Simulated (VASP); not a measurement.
A run of VASP 6.6.1:

Contents of INCAR:

```
SYSTEM = TiAl
PREC = Accurate
ENCUT = 520
EDIFF = 1E-7
ISMEAR = 0
SIGMA = 0.15
LREAL = .False.
LASPH = .True.
NELM = 80
ALGO = Fast
ISIF = 2
LWAVE = .False.
LCHARG = .False.
GGA = PS
NBANDS = 14
```

The input KPOINTS:

```
regular mesh
0
Gamma
  24 24 14
  0 0 0
```

POSCAR

```
TiAl
1.0
    2.8478212847      0.0000000000      0.0000000000
   -1.4239106423      2.4662855780      0.0000000000
    0.0000000000      0.0000000000      4.6199447394
Ti Al
1 1
Direct
    0.0000000000      0.0000000000     -0.0030502380
    0.3333333333      0.6666666667      0.5054113201
```

Potentials or basis: VASP PAW PBE potentials, release 64 (Ti_sv, Al).

Run with:

```bash
$ cat potpaw_PBE.64/Ti_sv/POTCAR potpaw_PBE.64/Al/POTCAR > POTCAR
$ mpirun -np 1 vasp_std > vasp.out
```

Hardware: 1 thread of Intel(R) Xeon(R) 6975P-C (Granite Rapids), with other jobs on the host.

How long does it take, and how much memory?

Run time: 5.5 min on 1 thread of Intel(R) Xeon(R) 6975P-C (Granite Rapids) (shared host), peak memory 0.46 GiB. Counts: scf iterations 35, k points 776.
